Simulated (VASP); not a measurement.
A run of VASP 6.6.1 is set up as follows.

Contents of POSCAR:

```
AlN
1.0
    0.0000000000      1.9986797676      2.0351329808
    1.9986797676      0.0000000000      2.0351329808
    1.9986797676      1.9986797676      0.0000000000
Al N
1 1
Direct
    0.0000000000      0.0000000000      0.0000000000
    0.5000000000      0.5000000000      0.5000000000
```

Contents of INCAR.step1:

```
PREC = Accurate
ENCUT = 520
ISMEAR = 0
SIGMA = 0.01
LREAL = False
LASPH = True
NELM = 60
NBANDS = 11
GGA = PE
ALGO = Normal
EDIFF = 1E-4
LWAVE = True
LCHARG = False
```

Contents of INCAR.step2:

```
PREC = Accurate
ENCUT = 520
EDIFF = 1E-6
ISMEAR = 0
SIGMA = 0.01
LREAL = False
LASPH = True
NELM = 60
ALGO = Normal
ISIF = 2
LWAVE = False
LCHARG = True
METAGGA = R2SCAN
LMIXTAU = True
LELF = True
LVHAR = True
NBANDS = 11
ISTART = 1
```

File KPOINTS:

```
regular mesh
0
Gamma
  10 10 10
```

Potentials or basis: VASP PAW PBE potentials, release 64 (Al, N).

Launch:

```sh
$ cat potpaw_PBE.64/Al/POTCAR potpaw_PBE.64/N/POTCAR > POTCAR
$ cp INCAR.step1 INCAR
$ mpirun -np 1 vasp_std > vasp.out
$ cp INCAR.step2 INCAR
$ mpirun -np 1 vasp_std > vasp.out
```

**Question.** What does it give for the band gap on the k mesh?

**Answer.** 5.51 eV, indirect (least direct gap 6.67 eV).

**Question.** What does it give for the pressure?

**Answer.** 2.8 GPa.

Stress tensor (GPa, compression positive):
```
 4.60  0.00  0.00
 0.00  4.60  0.00
 0.00  0.00 -0.92
```

Caveat: the cell differs from its parent crystal (epitaxial xy strain -1.0%); the PAW data sets were made with another functional, which shifts forces and pressure a little. A k mesh can miss the band edges.
